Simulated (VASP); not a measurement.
# Ge (I4/mmm) in VASP: a series of runs

The runs below take Ge through single point, with PBE.

Everything below comes from runs of VASP 6.6.1. Logs are shortened: lines on timing, memory, paths and dates and some standing lists are left out, and cuts for length are marked.

### 1 The cell of the first run

It takes space group I4/mmm (No. 139, tetragonal). The conventional cell has a = 3.217 Å, b = 3.217 Å, c = 3.746 Å, α = 90.00°, β = 90.00°, γ = 90.00°. Ge (site symmetry 4/mmm) has 14 Ge at 2.95 to 3.75 Å within 3.9 Å.

### 2 Single point, PBE

INCAR

```
PREC = Accurate
ENCUT = 520
EDIFF = 1E-6
ISMEAR = -1
SIGMA = 0.05
LREAL = False
LASPH = True
NELM = 100
ALGO = Normal
ISIF = 2
LWAVE = False
LCHARG = False
GGA = PE
NBANDS = 13
```

KPOINTS

```
regular mesh
0
Gamma
  12 12 12
```

POSCAR

```
Ge
1.0
   -1.6084200000      1.6084200000      1.8731800000
    1.6084200000     -1.6084200000      1.8731800000
    1.6084200000      1.6084200000     -1.8731800000
Ge
1
Direct
    0.5000000000      0.5000000000      0.0000000000
```

Potentials or basis: VASP PAW PBE potentials, release 64 (Ge_d).

Run with:

```console
cat potpaw_PBE.64/Ge_d/POTCAR > POTCAR
mpirun -np 1 vasp_std > vasp.out
```

OUTCAR:

```text
PREC = Accurate
   ENCUT = 520
   EDIFF = 1E-6
   ISMEAR = -1
   LREAL = False
   LASPH = True
   NELM = 100
   ISIF = 2
   GGA = PE

 ion  position               nearest neighbor table
   1  0.500  0.500  0.000-

  LATTYP: Found a body centered tetragonal cell.
 ALAT       =     3.2168400000
 C/A-ratio  =     1.1646087465

  Lattice vectors:

 A1 = (  -1.6084200000,   1.6084200000,   1.8731800000)
 A2 = (   1.6084200000,  -1.6084200000,   1.8731800000)
 A3 = (   1.6084200000,   1.6084200000,  -1.8731800000)

Analysis of symmetry for initial positions (statically):
=====================================================================
 Subroutine PRICEL returns:
 Original cell was already a primitive cell.

 Routine SETGRP: Setting up the symmetry group for a
 body centered tetragonal supercell.

 Subroutine GETGRP returns: Found 16 space group operations
 (whereof 16 operations were pure point group operations)
 out of a pool of 16 trial point group operations.

The static configuration has the point symmetry D_4h.

Analysis of symmetry for dynamics (positions and initial velocities):
=====================================================================
 Subroutine PRICEL returns:
 Original cell was already a primitive cell.

 Routine SETGRP: Setting up the symmetry group for a
 body centered tetragonal supercell.

 Subroutine GETGRP returns: Found 16 space group operations
 (whereof 16 operations were pure point group operations)
 out of a pool of 16 trial point group operations.

The dynamic configuration has the point symmetry D_4h.

 Subroutine INISYM returns: Found 16 space group operations
 (whereof 16 operations are pure point group operations),
 and found     1 'primitive' translations

----------------------------------------------------------------------------------------

                                     Primitive cell

  volume of cell :      19.3838

  direct lattice vectors                    reciprocal lattice vectors
    -1.608420000  1.608420000  1.873180000     0.000000000  0.310864078  0.266925763
     1.608420000 -1.608420000  1.873180000     0.310864078  0.000000000  0.266925763
     1.608420000  1.608420000 -1.873180000     0.310864078  0.310864078  0.000000000

  length of vectors
     2.946664743  2.946664743  2.946664743     0.409738743  0.409738743  0.439628195

  position of ions in fractional coordinates (direct lattice)
     0.500000000  0.500000000  0.000000000

  ion indices of the primitive-cell ions
   primitive index   ion index
                 1           1

----------------------------------------------------------------------------------------

 KPOINTS: regular mesh

Automatic generation of k-mesh.
 Grid dimensions read from file:
 generate k-points for:   12   12   12

 Generating k-lattice:

  Cartesian coordinates                     Fractional coordinates (reciprocal lattice)
     0.000000000  0.025905340  0.022243814     0.083333333  0.000000000  0.000000000
     0.025905340  0.000000000  0.022243814     0.000000000  0.083333333  0.000000000
     0.025905340  0.025905340  0.000000000     0.000000000  0.000000000  0.083333333

  Length of vectors
     0.034144895  0.034144895  0.036635683

  Shift w.r.t. Gamma in fractional coordinates (k-lattice)
     0.000000000  0.000000000  0.000000000

 Subroutine IBZKPT returns following result:
 ===========================================

 Found    163 irreducible k-points:

 Following reciprocal coordinates:
            Coordinates               Weight
  0.000000  0.000000  0.000000      1.000000
  0.083333  0.000000 -0.000000      8.000000
  0.166667  0.000000  0.000000      8.000000
  0.250000 -0.000000  0.000000      8.000000
  0.333333 -0.000000  0.000000      8.000000
  0.416667 -0.000000  0.000000      8.000000
[... 16 lines left out ...]
  0.500000  0.166667  0.000000     16.000000
 -0.416667  0.166667 -0.000000     16.000000
 [... further k-points ...]
   k-points           NKPTS =    163   k-points in BZ     NKDIM =    163   number of bands    NBANDS=     13
   number of dos      NEDOS =    301   number of ions     NIONS =      1
   total plane-waves  NPLWV =  13824
   dimension x,y,z NGX =    24 NGY =   24 NGZ =   24
   dimension x,y,z NGXF=    48 NGYF=   48 NGZF=   48
   ions per type =               1
   NGX,Y,Z   is equivalent  to a cutoff of  13.54, 13.54, 13.54 a.u.
   NGXF,Y,Z  is equivalent  to a cutoff of  27.08, 27.08, 27.08 a.u.
 SYSTEM =  unknown system
   PREC   = accura    normal or accurate (medium, high low for compatibility)
   ISTART =      0    job   : 0-new  1-cont  2-samecut
   ICHARG =      2    charge: 1-file 2-atom 10-const
   ISPIN  =      1    spin polarized calculation?
   LNONCOLLINEAR =      F non collinear calculations
   LSORBIT =      F    spin-orbit coupling
   LASPH  =      T    aspherical Exc in radial PAW
   ENCUT  =  520.0 eV  38.22 Ry    6.18 a.u.   5.48  5.48  5.48*2*pi/ulx,y,z
   NELM   =    100;   NELMIN=  2; NELMDL= -5     # of ELM steps
   EDIFF  = 0.1E-05   stopping-criterion for ELM
   LREAL  =      F    real-space projection
[... 7 lines left out ...]
   TEBEG  =    0.0;   TEEND  =   0.0 temperature during run
   PSTRESS=    0.0 pullay stress
   NELECT =      14.0000    total number of electrons
   NUPDOWN=      -1.0000    fix difference up-down
   EMIN   =  10.00;   EMAX   =-10.00  energy-range for DOS
   EFERMI =   0.00;   METHOD = LEGACY
   ISMEAR =    -1;   SIGMA  =   0.05  broadening in eV -4-tet -1-fermi 0-gaus
   EFERMI_NEDOS =   21; number of points for ismear=-14 and -15
   IALGO  =     38    algorithm
   IMIX   =      4    mixing-type and parameters
     AMIX     =   0.40;   BMIX     =  1.00
     AMIX_MAG =   1.60;   BMIX_MAG =  1.00
  volume/ion in A,a.u.               =      19.38       130.81
  Fermi-wavevector in a.u.,A,eV,Ry     =   1.468829  2.775685 29.354024  2.157460
  Thomas-Fermi vector in A             =   2.584280
   LORBIT       =      0    0 simple, 1 ext, 2 COOP (PROOUT), +10 PAW based schemes
   GGA     = PE    functional components
[... 5 lines left out ...]
 non-spin polarized calculation
  energy-cutoff  :      520.00
  volume of cell :       19.38
 maximum number of plane-waves:       536
 NGX is ok and might be reduce to    24
   NGX = 11   NGY = 11   NGZ = 11

 number of electron      13.9999999 magnetization

 Free energy of the ion-electron system (eV)
  ---------------------------------------------------
  ext. energy  EPLUGINS =         0.00000000
  ---------------------------------------------------
  free energy    TOTEN  =        -4.18525599 eV

  energy without entropy =       -4.18132341  energy(sigma->0) =       -4.18328970

 E-fermi :   6.5972     XC(G=0): -11.1619

 val. band max:        6.5928065652   @ k =  -0.3333   0.3333   0.1667
 cond. band min:       6.6227742481   @ k =   0.3333   0.3333   0.1667
 fundamental gap:      0.0299676828
 Fermi energy:         6.5971618294

 k-point     1 :       0.0000    0.0000    0.0000
  band No.  band energies     occupation
      1     -18.2256      2.00000
      2     -18.2256      2.00000
      3     -18.2074      2.00000
      4     -18.1739      2.00000
      5     -18.1362      2.00000
      6      -6.4383      2.00000
      7      15.1086      0.00000
      8      15.4095      0.00000
      9      15.4095      0.00000
     10      20.4274      0.00000
     11      20.4274      0.00000
     12      21.8060      0.00000
     13      22.0374      0.00000

 k-point     2 :       0.0833    0.0000   -0.0000
  band No.  band energies     occupation
      1     -18.2229      2.00000
      2     -18.2227      2.00000
      3     -18.2045      2.00000
      4     -18.1742      2.00000
      5     -18.1377      2.00000
      6      -6.2657      2.00000
      7      13.7545      0.00000
      8      14.9251      0.00000
      9      15.1383      0.00000
     10      19.8213      0.00000
     11      20.6835      0.00000
     12      21.4790      0.00000
     13      22.8686      0.00000

 k-point     3 :       0.1667    0.0000    0.0000
  band No.  band energies     occupation
      1     -18.2229      2.00000
      2     -18.2168      2.00000
      3     -18.1887      2.00000
      4     -18.1746      2.00000
      5     -18.1412      2.00000
      6      -5.7487      2.00000
      7      10.8607      0.00000
      8      13.9544      0.00000
      9      14.8405      0.00000
     10      18.9181      0.00000
     11      19.9319      0.00000
     12      21.6601      0.00000
     13      22.6057      0.00000

 k-point     4 :       0.2500   -0.0000    0.0000
  band No.  band energies     occupation
      1     -18.2278      2.00000
      2     -18.2119      2.00000
      3     -18.1740      2.00000
      4     -18.1623      2.00000
      5     -18.1440      2.00000
      6      -4.8902      2.00000
      7       7.8392      0.00000
      8      13.0029      0.00000
      9      14.4785      0.00000
     10      18.1400      0.00000
     11      18.8168      0.00000
     12      21.1637      0.00000
     13      23.7708      0.00000

 k-point     5 :       0.3333   -0.0000    0.0000
  band No.  band energies     occupation
      1     -18.2335      2.00000
      2     -18.2119      2.00000
      3     -18.1726      2.00000
      4     -18.1435      2.00000
      5     -18.1349      2.00000
      6      -3.7052      2.00000
      7       5.0271      2.00000
      8      12.2586      0.00000
      9      14.1545      0.00000
     10      17.4688      0.00000
     11      17.9575      0.00000
     12      21.2268      0.00000
     13      25.1658      0.00000
[... 257 lines left out ...]
 k-point    22 :       0.4167    0.1667    0.0000
  band No.  band energies     occupation
      1     -18.2323      2.00000
      2     -18.2019      2.00000
      3     -18.1665      2.00000
      4     -18.1458      2.00000
      5     -18.1198      2.00000
      6      -0.7557      2.00000
      7       1.8361      2.00000
      8       8.1623      0.00000
      9      12.2144      0.00000
     10      18.1951      0.00000
     11      19.7512      0.00000
     12      23.1038      0.00000
     13      26.1492      0.00000

 k-point    23 :       0.5000    0.1667    0.0000
  band No.  band energies     occupation
      1     -18.2334      2.00000
      2     -18.2019      2.00000
      3     -18.1667      2.00000
      4     -18.1479      2.00000
      5     -18.1200      2.00000
      6      -1.5086      2.00000
      7       2.8001      2.00000
      8       8.5614      0.00000
      9      12.0146      0.00000
     10      17.6245      0.00000
     11      19.6202      0.00000
     12      23.0019      0.00000
     13      27.0540      0.00000

 k-point    24 :      -0.4167    0.1667   -0.0000
  band No.  band energies     occupation
      1     -18.2330      2.00000
      2     -18.2054      2.00000
      3     -18.1670      2.00000
      4     -18.1508      2.00000
      5     -18.1272      2.00000
      6      -2.9444      2.00000
      7       5.0632      2.00000
      8       9.3245      0.00000
      9      12.0685      0.00000
     10      17.0850      0.00000
     11      19.9418      0.00000
     12      22.9228      0.00000
     13      24.6320      0.00000

 [... further k-points ...]
[... 5 lines left out ...]
  --------------------------------------------------------------------------------------
  -------------------------------------------------------------------------------------
  Total        0.0370187      0.0370187      0.1183454      0.0000000      0.0000000      0.0000000
  in kB        3.0598038      3.0598038      9.7819046      0.0000000      0.0000000      0.0000000
  external PRESSURE =       5.3005041 kB  Pullay stress =       0.0000000 kB

 VOLUME and BASIS-vectors are now :
 -----------------------------------------------------------------------------
  energy-cutoff  :      520.00
  volume of cell :       19.38
      direct lattice vectors                 reciprocal lattice vectors
    -1.608420000  1.608420000  1.873180000     0.000000000  0.310864078  0.266925763
     1.608420000 -1.608420000  1.873180000     0.310864078  0.000000000  0.266925763
     1.608420000  1.608420000 -1.873180000     0.310864078  0.310864078  0.000000000

 POSITION                                       TOTAL-FORCE (eV/Angst)
 -----------------------------------------------------------------------------------
      0.00000      0.00000      1.87318         0.000000      0.000000      0.000000
 -----------------------------------------------------------------------------------
    total drift:                               -0.000000      0.000000      0.000000

  FREE ENERGIE OF THE ION-ELECTRON SYSTEM (eV)
  ---------------------------------------------------
  free  energy   TOTEN  =        -4.1852559872 eV

  energy  without entropy=       -4.1813234133  energy(sigma->0) =       -4.18328970
```

It took 10 s on 1 thread of Intel Xeon 6975P-C (Granite Rapids), shared host; peak memory 0.16 GiB.

What came out:

```yaml
Free_energy: -4.1853 eV
Pressure: 0.5 GPa
Band_gap_on_the_k_mesh: zero (band 7 reaches 15.11 eV, above the bottom of band 8 at 3.80 eV)
```

Stress tensor (GPa, compression positive):
```
0.31 0.00 0.00
0.00 0.31 0.00
0.00 0.00 0.98
```

Levels at points of the mesh, in eV from the Fermi level:
```tsv
k point	band 5	band 6	band 7	band 8	band 9	band 10
(0.00, 0.00, 0.00)	-24.73	-13.04	8.51	8.81	8.81	13.83
(0.50, 0.00, 0.00)	-24.70	-7.81	-5.40	5.04	7.27	10.25
(0.50, 0.50, 0.00)	-24.69	-6.74	-4.86	3.09	4.57	7.68
(0.50, 0.50, 0.50)	-24.70	-3.62	-2.49	0.69	0.69	4.42
```

### 3 Single point, PBE

This run uses another cell than the first one, of 19.77 Å³/atom, 1.020 times its volume.

INCAR

```
SYSTEM = Ge
  PREC = Accurate
  ENCUT = 520
  EDIFF = 1E-6
  ISMEAR = -1
  SIGMA = 0.05
  LREAL = .FALSE.
  LASPH = .TRUE.
  NELM = 100
  ALGO = Normal
  ISIF = 2
  LWAVE = .FALSE.
  LCHARG = .FALSE.
  GGA = PE
  NBANDS = 13
```

KPOINTS

```
Automatic mesh
0
G
  12 12 12
  0 0 0
```

POSCAR

```
Ge
1.0
   -1.6190720985      1.6190720985      1.8855855271
    1.6190720985     -1.6190720985      1.8855855271
    1.6190720985      1.6190720985     -1.8855855271
Ge
1
Direct
    0.5000000000      0.5000000000      0.0000000000
```

Potentials or basis: VASP PAW PBE potentials, release 64 (Ge_d).

Run with:

```console
cat potpaw_PBE.64/Ge_d/POTCAR > POTCAR
mpirun -np 1 vasp_std > vasp.out
```

Wall time 10 s (1 thread of Intel Xeon 6975P-C (Granite Rapids), shared host); peak memory 0.16 GiB.

It converged, with:

- Free energy: -4.1855 eV
- Pressure: -0.7 GPa
- Band gap on the k mesh: zero (band 7 reaches 14.72 eV, above the bottom of band 8 at 3.66 eV)

Stress tensor (GPa, compression positive):
```
-0.93  0.00  0.00
 0.00 -0.93  0.00
 0.00  0.00 -0.12
```

Levels at points of the mesh, in eV from the Fermi level:
```tsv
k point	band 3	band 4	band 5	band 6	band 7	band 8	band 9	band 10	band 11	band 12
(0.00, 0.00, 0.00)	-24.79	-24.76	-24.72	-12.86	8.34	8.63	8.63	13.71	13.71	15.08
(0.50, 0.00, 0.00)	-24.75	-24.72	-24.69	-7.76	-5.27	4.95	7.15	10.12	10.59	15.57
(0.50, 0.50, 0.00)	-24.73	-24.71	-24.68	-6.73	-4.74	3.04	4.52	7.60	7.81	22.18
(0.50, 0.50, 0.50)	-24.71	-24.69	-24.69	-3.70	-2.42	0.70	0.70	4.43	5.22	26.22
```

### 4 Single point, PBE

This run uses another cell than the first one, of 20.16 Å³/atom, 1.040 times its volume.

INCAR

```
PREC = Accurate
ENCUT = 520
EDIFF = 1E-6
ISMEAR = -1
SIGMA = 0.05
LREAL = False
LASPH = True
NELM = 80
ALGO = Normal
ISIF = 2
LWAVE = False
LCHARG = False
GGA = PE
NBANDS = 13
```

KPOINTS

```
Automatic mesh
0
Gamma
  12 12 12
```

POSCAR

```
Ge
1.0
   -1.6295858483      1.6295858483      1.8978299320
    1.6295858483     -1.6295858483      1.8978299320
    1.6295858483      1.6295858483     -1.8978299320
Ge
1
Direct
    0.5000000000      0.5000000000      0.0000000000
```

Run with:

```console
cat potpaw_PBE.64/Ge_d/POTCAR > POTCAR
mpirun -np 1 vasp_std > vasp.out
```

It took 11 s on 1 thread of Intel Xeon 6975P-C (Granite Rapids), shared host; peak memory 0.16 GiB.

The run converged. Its results:

| Property | Result |
| --- | --- |
| Free energy | -4.1830 eV |
| Pressure | -1.7 GPa |
| Band gap on the k mesh | zero (band 7 reaches 14.34 eV, above the bottom of band 8 at 3.53 eV) |

Stress tensor (GPa, compression positive):
```
-2.04  0.00  0.00
 0.00 -2.04  0.00
 0.00  0.00 -1.16
```

Levels at points of the mesh, in eV from the Fermi level:
```
           k point  band 4  band 5  band 6  band 7  band 8  band 9  band 10  band 11
(0.00, 0.00, 0.00)  -24.74  -24.71  -12.70    8.17    8.45    8.45    13.59    13.59
(0.50, 0.00, 0.00)  -24.71  -24.68   -7.72   -5.15    4.86    7.03     9.99    10.53
(0.50, 0.50, 0.00)  -24.70  -24.67   -6.71   -4.63    3.00    4.46     7.51     7.78
(0.50, 0.50, 0.50)  -24.68  -24.68   -3.78   -2.35    0.70    0.70     4.44     5.24
```

### 5 The runs side by side

| cell | gap on the mesh (eV) | pressure (GPa) |
| --- | --- | --- |
| a = 2.947 Å, angles 113.8, 113.8, 101.1°, 1 atom | none | 0.5 |
| a = 2.966 Å, angles 113.8, 113.8, 101.1°, 1 atom | none | -0.7 |
| a = 2.985 Å, angles 113.8, 113.8, 101.1°, 1 atom | none | -1.7 |

Alike in all rows: task single point; level PBE; potentials or basis VASP PAW PBE potentials, release 64 (Ge_d); no spin polarisation; k mesh 12 × 12 × 12; cutoff (eV) 520; smearing fermi-dirac 0.05 eV.

Absolute energies hang on the potentials; compare differences alone.
